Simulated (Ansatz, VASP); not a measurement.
## Bi: VASP beside Ansatz

File INCAR:

```
SYSTEM = Bi
PREC = Accurate
ENCUT = 520
EDIFF = 1E-7
ISMEAR = 0
SIGMA = 0.05
LREAL = .FALSE.
LASPH = .TRUE.
NELM = 80
ALGO = Fast
ISIF = 2
LWAVE = .FALSE.
LCHARG = .TRUE.
GGA = PS
LELF = .TRUE.
LVHAR = .TRUE.
NBANDS = 14
```

KPOINTS

```
regular mesh
0
G
  12 12 12
  0 0 0
```

POSCAR

```
Bi
1.0
   -4.5862334565      4.5862334565      1.2328226832
    4.5862334565     -4.5862334565      1.2328226832
    4.5862334565      4.5862334565     -1.2328226832
Bi
1
Direct
    0.0000000000      0.0000000000      0.0000000000
```

Input for Ansatz:

```yaml
crystal:
  lattice:
    - [-4.5862334565, 4.5862334565, 1.2328226832]
    - [4.5862334565, -4.5862334565, 1.2328226832]
    - [4.5862334565, 4.5862334565, -1.2328226832]
  atoms:
    - { symbol: Bi, position: [0.0, 0.0, 0.0] }
basis:
  ecutwfc: 420
kpoints:
  mp_grid: { grid: [12, 12, 12] }
hamiltonian:
  xc: pbesol
scf:
  occupations: { method: gaussian, width: 0.05 }
output:
  forces: true
  stress: true
  eigenvalues: true
```

Alike in both runs: task single point; functional PBEsol; k mesh 12 × 12 × 12; occupations gaussian, width 0.05 eV; no spin polarisation.

|  | VASP | Ansatz |
| --- | --- | --- |
| version | VASP 6.6.1 | Ansatz 0.2.0 |
| potentials or method | VASP PAW PBE potentials, release 64 (Bi_d), cutoff 520 eV | scalar-relativistic, plane waves, PAW |
| valence electrons in the cell | 15 | 15 |

VASP gave:

- gap on the k mesh at the Fermi level (eV): none
- pressure (GPa): 6.3
- traceless stress, the component that is largest in VASP (GPa): 12.79

Question: Estimate Ansatz's values.

Answer: gap on the k mesh at the Fermi level (eV): none; pressure (GPa): 6.4; traceless stress, the component that is largest in VASP (GPa): 12.91.

VASP's potentials were made for PBE, not for PBEsol. A gap of «none» marks a metal or a gap that the smearing closes.

Spin-orbit coupling is off throughout.
